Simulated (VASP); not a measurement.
# MgH16Cl2O8 in VASP: further runs, part 2 of 2

VASP 6.6.1. Earlier steps stand in the parts before.

### 4 Single point, PBE

Input file INCAR:

```
ALGO = Normal
EDIFF = 1E-6
ENCUT = 520
GGA = PE
GGA_COMPAT = False
ISIF = 2
ISMEAR = -1
LASPH = True
LCHARG = False
LREAL = False
LWAVE = False
NBANDS = 59
NELM = 120
PREC = Accurate
SIGMA = 0.05
```

Input file KPOINTS:

```
k-points
0
Gamma
  1 1 1
```

Input file POSCAR:

```
MgH16Cl2O8
1.0
    6.5061090000      0.0000000000      0.0000000000
    0.0000000000      6.5061090000      0.0000000000
    0.0000000000      0.0000000000      6.5061090000
O H Mg Cl
8 16 1 2
Direct
    0.4338537827     -0.0734694116      0.3672702071
    0.3367450499      0.5085528078      0.5173906555
    1.0543936476      0.8510770416      0.9618959658
    0.7737804577      0.5048024864      0.8132971642
    0.0843976023      0.2030706833      0.1891299393
    0.1370865444      0.2243122579     -0.2254189101
    0.4234942882      0.6829734946     -0.0293109138
    0.6465000817      0.0522585773     -0.1913586139
    0.5005142090      0.0379489492      0.2947383759
    0.5714629128     -0.1481838069      0.4219726414
    0.3833320346      0.6206628263      0.4214961661
    0.2083887620      0.5792863292      0.5536796263
    1.1809516256      0.7692923681      0.9413614189
    0.9887015419      0.8007551057      1.0929574036
    0.8114527439      0.4327010199      0.6857401252
    0.8102999811      0.6565368026      0.7597474927
    0.2314593869      0.2142294265      0.2119546414
    0.0324310583      0.0916523225      0.2791069132
    0.2787072888      0.1889454972     -0.1926497081
    0.1321680900      0.2069285959     -0.3795356026
    0.4317326992      0.5560158921     -0.1113415100
    0.4230024428      0.6448093630      0.1067765695
    0.5942261342     -0.0721475770     -0.1188267826
    0.6347572720      0.0162923800     -0.3285220091
   -0.1150457209      0.1485065805      0.9636635353
    0.8689525491      0.8094699920      0.3653796762
    0.6410744118      0.3237111459      0.2090035688
```

Potentials or basis: VASP PAW PBE potentials, release 64 (O, H, Mg, Cl).

Launch:

```sh
$ cat potpaw_PBE.64/O/POTCAR potpaw_PBE.64/H/POTCAR potpaw_PBE.64/Mg/POTCAR potpaw_PBE.64/Cl/POTCAR > POTCAR
$ mpirun -np 1 vasp_gam > vasp.out
```

OUTCAR:

```text
EDIFF = 1E-6
   ENCUT = 520
   GGA = PE
   ISIF = 2
   ISMEAR = -1
   LASPH = True
   LREAL = False
   NELM = 120
   PREC = Accurate

 ion  position               nearest neighbor table
   1  0.434  0.927  0.367-   9 0.97  10 1.08
   2  0.337  0.509  0.517-  12 0.98  11 1.01
   3  0.054  0.851  0.962-  13 0.99  14 1.01  25 2.23
   4  0.774  0.505  0.813-  15 0.98  16 1.07  25 2.62
   5  0.084  0.203  0.189-  17 0.97  18 0.99  25 1.99
   6  0.137  0.224  0.775-  19 0.97  20 1.01  25 2.11
   7  0.423  0.683  0.971-  22 0.92  21 0.98
   8  0.647  0.052  0.809-  24 0.93  23 1.00  25 1.95
   9  0.501  0.038  0.295-   1 0.97
[... 296 lines left out ...]
  Total        2.3378706     -2.3126347      8.0166817      1.2745671      1.2029289     -0.1250565
  in kB       13.6008812    -13.4540678     46.6381396      7.4149682      6.9982031     -0.7275334
  external PRESSURE =      15.5949843 kB  Pullay stress =       0.0000000 kB

 VOLUME and BASIS-vectors are now :
 -----------------------------------------------------------------------------
  energy-cutoff  :      520.00
  volume of cell :      275.40
      direct lattice vectors                 reciprocal lattice vectors
     6.506109000  0.000000000  0.000000000     0.153701698  0.000000000  0.000000000
     0.000000000  6.506109000  0.000000000     0.000000000  0.153701698  0.000000000
     0.000000000  0.000000000  6.506109000     0.000000000  0.000000000  0.153701698

 POSITION                                       TOTAL-FORCE (eV/Angst)
 -----------------------------------------------------------------------------------
      2.82270      6.02811      2.38950         1.466263     -1.945206      1.816795
      2.19090      3.30870      3.36620        -0.387890      1.614181     -0.641780
      0.35389      5.53720      6.25820        -1.417641      0.081701      0.124975
      5.03430      3.28430      5.29140         1.185689      2.361775     -2.070716
      0.54910      1.32120      1.23050         0.140410     -0.021255      0.801292
      0.89190      1.45940      5.03951        -0.284191     -0.063929     -2.144080
[... 19 lines left out ...]
      5.65350      5.26650      2.37720         0.123768     -0.078586      0.730740
      4.17090      2.10610      1.35980        -0.193257     -0.613446     -0.113092
 -----------------------------------------------------------------------------------
    total drift:                               -0.000060      0.000705      0.001680

  FREE ENERGIE OF THE ION-ELECTRON SYSTEM (eV)
  ---------------------------------------------------
  free  energy   TOTEN  =      -125.0248065738 eV

  energy  without entropy=     -125.0248065738  energy(sigma->0) =     -125.02480657
```

stdout:

```text
POSCAR found type information on POSCAR O H MgCl
 POSCAR found :  4 types and      27 ions
 scaLAPACK will be used
 -----------------------------------------------------------------------------
|                                                                             |
|                                                                             |
|     You have a (more or less) 'large supercell' and for larger cells it     |
|     might be more efficient to use real-space projection operators.         |
|     Therefore, try LREAL= Auto in the INCAR file.                           |
|     Mind: For very accurate calculation, you might also keep the            |
|     reciprocal projection scheme (i.e. LREAL=.FALSE.).                      |
|                                                                             |
 -----------------------------------------------------------------------------

 LDA part: xc-table for (Slater+PW92), standard interpolation
 POSCAR, INCAR and KPOINTS ok, starting setup
 FFT: planning ... GRIDC
 FFT: planning ... GRID_SOFT
 FFT: planning ... GRID
 WAVECAR not read
 entering main loop
```

Run time: 56 s. Hardware: 1 thread of Intel Xeon 8259CL, shared host; peak memory 0.31 GiB.

Results:

```
Free energy   : -125.0248 eV
Pressure      : 1.6 GPa
Largest force : 3.794 eV/Å
```

Forces in eV/Å, atoms in the order of the input:
```
O    1.466 -1.945  1.817
O   -0.388  1.614 -0.642
O   -1.418  0.082  0.125
O    1.186  2.362 -2.071
O    0.140 -0.021  0.801
O   -0.284 -0.064 -2.144
O   -0.495  0.934 -3.644
O   -0.431 -0.393  2.669
H    0.438  0.951 -0.479
H   -1.982  1.201 -1.257
H    0.147 -1.078  0.620
H   -0.161 -0.439  0.260
H    0.301  0.227  0.117
H    0.507 -0.204 -0.458
H   -0.377  0.227 -0.034
H   -0.382 -2.856  1.325
H   -0.039 -0.040 -0.063
H    0.281 -0.034  0.231
H   -0.044 -0.068  0.160
H    0.216  0.308  1.541
H    0.477  0.398  0.182
H    0.368 -0.894  3.016
H   -0.348  0.111  0.027
H   -0.131 -0.501 -3.147
Mg   1.021  0.814  0.430
Cl   0.124 -0.079  0.731
Cl  -0.193 -0.613 -0.113
```

Stress tensor (GPa, compression positive):
```
 1.36  0.74 -0.07
 0.74 -1.35  0.70
-0.07  0.70  4.66
```

Caveat: the k points lie up to 0.97 Å⁻¹ apart, too coarse for converged energies, forces and pressures.

### 5 Single point, PBE

Input file INCAR:

```
ALGO     = Normal         # electronic algorithm
EDIFF    = 1E-6           # SCF threshold, eV
ENCUT    = 520            # plane-wave cutoff, eV
GGA      = PE             # functional
GGA_COMPAT= False        
ISIF     = 2              # what is computed and relaxed
ISMEAR   = -1             # smearing method
LASPH    = True           # aspherical terms in the spheres
LCHARG   = True           # write CHGCAR
LELF     = True           # ELF
LREAL    = False          # projectors in reciprocal space
LVHAR    = True         
LWAVE    = False          # write WAVECAR
NBANDS   = 59             # bands
NELM     = 120            # most SCF steps
PREC     = Accurate       # precision mode
SIGMA    = 0.05           # smearing width, eV
```

KPOINTS is that of step 4.

Input file POSCAR:

```
MgH16Cl2O8
1.0
    6.5061090000      0.0000000000      0.0000000000
    0.0000000000      6.5061090000      0.0000000000
    0.0000000000      0.0000000000      6.5061090000
O H Mg Cl
8 16 1 2
Direct
    0.3846692393     -0.0008607295      0.4013919841
    0.3195765703      0.5664829778      0.5131484886
    1.0357035211      0.8594076736      0.9651390716
    0.8246864601      0.4457810344      0.7381985147
    0.0187362370      0.2723286683      0.2800137532
    0.2261259379      0.2700692534     -0.1434036841
    0.4078013449      0.7038000747     -0.1027803254
    0.6761030287      0.0118811412     -0.2701461042
    0.4699275711      0.0861190613      0.3048212073
    0.3430621897     -0.1047784475      0.3237265161
    0.4411238730      0.5627172862      0.4367280044
    0.2386987368      0.4655470728      0.4274751622
    1.1865156271      0.8506005663      0.9482472550
    1.0099892270      0.8089166659      1.1210387038
    0.8629889232      0.5706482938      0.6974983051
    0.7448845385      0.4687748084      0.8579321373
    0.1628008384      0.2300607014      0.3371293042
   -0.0662300616      0.1523337528      0.2591718030
    0.3772915578      0.2704842480     -0.0769891805
    0.2477671370      0.3995014532     -0.2141525757
    0.3799198569      0.6714766076     -0.2457536448
    0.4625652598      0.5676818510     -0.0312168148
    0.5619180373     -0.0902228967     -0.2253727996
    0.7511555678     -0.0683357749     -0.3812109511
   -0.1156758978      0.1777252733      0.8477878253
    0.8260082947      0.7599626751      0.4112442629
    0.5900454481      0.3339937895      0.1408061254
```

Potentials or basis: VASP PAW PBE potentials, release 64 (O, H, Mg, Cl).

Launch:

```sh
$ cat potpaw_PBE.64/O/POTCAR potpaw_PBE.64/H/POTCAR potpaw_PBE.64/Mg/POTCAR potpaw_PBE.64/Cl/POTCAR > POTCAR
$ mpirun -np 1 vasp_gam > vasp.out
```

OUTCAR:

```text
EDIFF = 1E-6
   ENCUT = 520
   GGA = PE
   ISIF = 2
   ISMEAR = -1
   LASPH = True
   LREAL = False
   NELM = 120
   PREC = Accurate

 ion  position               nearest neighbor table
   1  0.385  0.999  0.401-  10 0.89   9 1.01
   2  0.320  0.566  0.513-  11 0.93  12 1.01
   3  0.036  0.859  0.965-  13 0.99  14 1.08  25 2.42
   4  0.825  0.446  0.738-  15 0.89  16 0.95  25 1.92
   5  0.019  0.272  0.280-  18 0.97  17 1.05
   6  0.226  0.270  0.857-  20 0.97  19 1.07  25 2.30
   7  0.408  0.704  0.897-  21 0.97  22 1.06
   8  0.676  0.012  0.730-  24 1.02  23 1.04  25 1.89
   9  0.470  0.086  0.305-   1 1.01
  10  0.343  0.895  0.324-   1 0.89
  11  0.441  0.563  0.437-   2 0.93
  12  0.239  0.466  0.427-   2 1.01
  13  0.187  0.851  0.948-   3 0.99
  14  0.010  0.809  0.121-   3 1.08
  15  0.863  0.571  0.697-   4 0.89
  16  0.745  0.469  0.858-   4 0.95  25 2.10
  17  0.163  0.230  0.337-   5 1.05
  18  0.934  0.152  0.259-   5 0.97
  19  0.377  0.270  0.923-   6 1.07
  20  0.248  0.400  0.786-   6 0.97
  21  0.380  0.671  0.754-   7 0.97
  22  0.463  0.568  0.969-   7 1.06
  23  0.562  0.910  0.775-   8 1.04
  24  0.751  0.932  0.619-   8 1.02
  25  0.884  0.178  0.848-   8 1.89   4 1.92  16 2.10   6 2.30   3 2.42  27 2.89
  26  0.826  0.760  0.411-
  27  0.590  0.334  0.141-  25 2.89

  LATTYP: Found a simple cubic cell.
 ALAT       =     6.5061090000

  Lattice vectors:

 A1 = (   6.5061090000,   0.0000000000,   0.0000000000)
 A2 = (   0.0000000000,   6.5061090000,   0.0000000000)
 A3 = (   0.0000000000,   0.0000000000,   6.5061090000)

Analysis of symmetry for initial positions (statically):
=====================================================================
 Subroutine PRICEL returns:
 Original cell was already a primitive cell.

 Routine SETGRP: Setting up the symmetry group for a
 simple cubic supercell.
[... 165 lines left out ...]
     AMIX_MAG =   1.60;   BMIX_MAG =  1.00
  volume/ion in A,a.u.               =      10.20        68.83
  Fermi-wavevector in a.u.,A,eV,Ry     =   1.084219  2.048876 15.994054  1.175530
  Thomas-Fermi vector in A             =   2.220303
   LORBIT       =      0    0 simple, 1 ext, 2 COOP (PROOUT), +10 PAW based schemes
   GGA     = PE    functional components
   LHFCALC =     F    Hartree Fock is set to
   AEXX    =    0.0000 exact exchange contribution
   IVDW    =     0    specifies the selected vdW correction
   LEPSILON=     F    determine dielectric tensor
   LRPA    =     F    only Hartree local field effects (RPA)
 non-spin polarized calculation
  energy-cutoff  :      520.00
  volume of cell :      275.40
 maximum number of plane-waves:      3721
   NGX = 25   NGY = 25   NGZ = 25

 number of electron      79.9999986 magnetization

 Free energy of the ion-electron system (eV)
  ---------------------------------------------------
  ext. energy  EPLUGINS =         0.00000000
  ---------------------------------------------------
  free energy    TOTEN  =      -124.51216398 eV

  energy without entropy =     -124.51216397  energy(sigma->0) =     -124.51216398

 E-fermi :  -0.2437     XC(G=0):  -7.7125

 val. band max:       -1.4310299556   @ k =   0.0000   0.0000   0.0000
 cond. band min:       2.1896230162   @ k =   0.0000   0.0000   0.0000
 fundamental gap:      3.6206529718
 Fermi energy:        -0.2436579750

 k-point     1 :       0.0000    0.0000    0.0000
  band No.  band energies     occupation
      1     -22.8979      2.00000
      2     -21.5977      2.00000
      3     -21.0903      2.00000
      4     -20.7756      2.00000
      5     -20.7370      2.00000
      6     -20.6317      2.00000
[... 44 lines left out ...]
     51       7.2376      0.00000
     52       7.4067      0.00000
 [bands above 52 left out]

------------------------ aborting loop because EDIFF is reached ----------------------------------------

  FORCE on cell =-STRESS in cart. coord.  units (eV):
  Direction    XX          YY          ZZ          XY          YZ          ZX
  --------------------------------------------------------------------------------------
  -------------------------------------------------------------------------------------
  Total       -0.5764662      8.5974711      1.4342204      1.2636503      4.1060152     -2.3167073
  in kB       -3.3536708     50.0169614      8.3437728      7.3514578     23.8873035    -13.4777608
  external PRESSURE =      18.3356878 kB  Pullay stress =       0.0000000 kB

 VOLUME and BASIS-vectors are now :
 -----------------------------------------------------------------------------
  energy-cutoff  :      520.00
  volume of cell :      275.40
      direct lattice vectors                 reciprocal lattice vectors
     6.506109000  0.000000000  0.000000000     0.153701698  0.000000000  0.000000000
     0.000000000  6.506109000  0.000000000     0.000000000  0.153701698  0.000000000
     0.000000000  0.000000000  6.506109000     0.000000000  0.000000000  0.153701698

 POSITION                                       TOTAL-FORCE (eV/Angst)
 -----------------------------------------------------------------------------------
      2.50270      6.50051      2.61150         1.946885      5.498352      2.164357
      2.07920      3.68560      3.33860        -2.523222     -1.396310     -0.223028
      0.23229      5.59140      6.27930        -0.751358      0.140981      2.541054
      5.36550      2.90030      4.80280        -1.021694     -5.305105      1.087681
      0.12190      1.77180      1.82180         2.392408      0.539909      0.816462
      1.47120      1.75710      5.57311         1.820982     -0.016415      0.507926
[... 19 lines left out ...]
      5.37410      4.94440      2.67560         0.459332      0.110762     -0.600224
      3.83890      2.17300      0.91610         0.257310      0.032391     -0.856182
 -----------------------------------------------------------------------------------
    total drift:                                0.000004     -0.000691      0.000091

  FREE ENERGIE OF THE ION-ELECTRON SYSTEM (eV)
  ---------------------------------------------------
  free  energy   TOTEN  =      -124.5121639751 eV

  energy  without entropy=     -124.5121639750  energy(sigma->0) =     -124.51216398
```

OSZICAR:

```text
N       E                     dE             d eps       ncg     rms          rms(c)
DAV:   1     0.653865953453E+03    0.65387E+03   -0.44418E+04   118   0.128E+03
DAV:   2    -0.687759216938E+02   -0.72264E+03   -0.67814E+03   145   0.299E+02
DAV:   3    -0.136198861470E+03   -0.67423E+02   -0.66843E+02   140   0.978E+01
DAV:   4    -0.137322183946E+03   -0.11233E+01   -0.11206E+01   148   0.141E+01
DAV:   5    -0.137338896437E+03   -0.16712E-01   -0.16693E-01   148   0.167E+00    0.218E+01
DAV:   6    -0.124807806106E+03    0.12531E+02   -0.40329E+01   132   0.261E+01    0.857E+00
DAV:   7    -0.124612525809E+03    0.19528E+00   -0.16899E+00   140   0.515E+00    0.549E+00
DAV:   8    -0.124511926251E+03    0.10060E+00   -0.44375E-01   145   0.328E+00    0.894E-01
DAV:   9    -0.124507020198E+03    0.49061E-02   -0.44420E-02   148   0.110E+00    0.435E-01
DAV:  10    -0.124511128960E+03   -0.41088E-02   -0.18267E-02   129   0.542E-01    0.202E-01
DAV:  11    -0.124511467729E+03   -0.33877E-03   -0.79187E-04   148   0.164E-01    0.122E-01
DAV:  12    -0.124512134244E+03   -0.66652E-03   -0.11706E-03   137   0.179E-01    0.378E-02
DAV:  13    -0.124512153324E+03   -0.19080E-04   -0.13461E-04   156   0.657E-02    0.201E-02
DAV:  14    -0.124512162045E+03   -0.87208E-05   -0.34446E-05   132   0.252E-02    0.841E-03
DAV:  15    -0.124512163538E+03   -0.14928E-05   -0.28945E-06   140   0.102E-02    0.402E-03
DAV:  16    -0.124512163975E+03   -0.43706E-06   -0.10336E-06    84   0.610E-03
   1 F= -.12451216E+03 E0= -.12451216E+03  d E =-.121879E-09
```

stdout:

```text
POSCAR found type information on POSCAR O H MgCl
 POSCAR found :  4 types and      27 ions
 scaLAPACK will be used
 -----------------------------------------------------------------------------
|                                                                             |
|                                                                             |
|     You have a (more or less) 'large supercell' and for larger cells it     |
|     might be more efficient to use real-space projection operators.         |
|     Therefore, try LREAL= Auto in the INCAR file.                           |
|     Mind: For very accurate calculation, you might also keep the            |
|     reciprocal projection scheme (i.e. LREAL=.FALSE.).                      |
|                                                                             |
 -----------------------------------------------------------------------------

 LDA part: xc-table for (Slater+PW92), standard interpolation
 POSCAR, INCAR and KPOINTS ok, starting setup
 FFT: planning ... GRIDC
 FFT: planning ... GRID_SOFT
 FFT: planning ... GRID
 WAVECAR not read
 entering main loop
```

Run time: 65 s. Hardware: 1 thread of Intel Xeon 8259CL, shared host; peak memory 0.31 GiB.

What came out:

```
Free energy   : -124.5122 eV
Pressure      : 1.8 GPa
Largest force : 6.221 eV/Å
```

Forces in eV/Å, atoms in the order of the input:
```
O    1.947  5.498  2.164
O   -2.523 -1.396 -0.223
O   -0.751  0.141  2.541
O   -1.022 -5.305  1.088
O    2.392  0.540  0.816
O    1.821 -0.016  0.508
O    1.291 -1.083  1.302
O   -1.491 -1.038  0.758
H   -0.470 -0.700  0.934
H   -1.892 -4.582 -3.102
H    2.612  0.254 -0.923
H   -0.002  1.287  1.162
H   -0.185 -0.335  0.060
H    0.042  0.854 -2.470
H    1.993  5.286 -2.530
H   -1.300  0.732  1.580
H   -2.446 -0.787 -1.129
H    0.247 -0.670  0.682
H   -2.390 -0.827 -0.161
H   -0.597  0.262 -0.708
H   -0.330 -0.513 -0.683
H   -0.666  2.088 -0.739
H    1.514  1.355 -0.060
H   -0.356 -0.278 -0.595
Mg   1.845 -0.909  1.184
Cl   0.459  0.111 -0.600
Cl   0.257  0.032 -0.856
```

Levels at points of the mesh, in eV from the Fermi level:
| k point | band 37 | band 38 | band 39 | band 40 | band 41 | band 42 | band 43 | band 44 |
| --- | --- | --- | --- | --- | --- | --- | --- | --- |
| (0.00, 0.00, 0.00) | -2.16 | -1.72 | -1.41 | -1.19 | 2.43 | 5.21 | 5.47 | 5.82 |

Caveat: the k points lie up to 0.97 Å⁻¹ apart, too coarse for converged energies, forces and pressures; the atoms stand as in a frame of molecular dynamics.

### 6 Summary

```tsv
cell	pressure (GPa)	largest force (eV/Å)
as given, atomic positions A	2.0	3.17
as given, atomic positions B	3.3	8.86
as given, atomic positions C	1.6	3.79
as given, atomic positions D	1.8	6.22
```

Alike in all rows: task single point; level PBE; potentials or basis VASP PAW PBE potentials, release 64 (O, H, Mg, Cl); no spin polarisation; k mesh 1 × 1 × 1; cutoff (eV) 520; smearing fermi-dirac 0.05 eV.

Caveats: all runs use coarse meshes; the atoms stand as in a frame of molecular dynamics (at least some runs).

Total energies depend on the potentials used, so only differences within one code and one set of settings carry meaning.
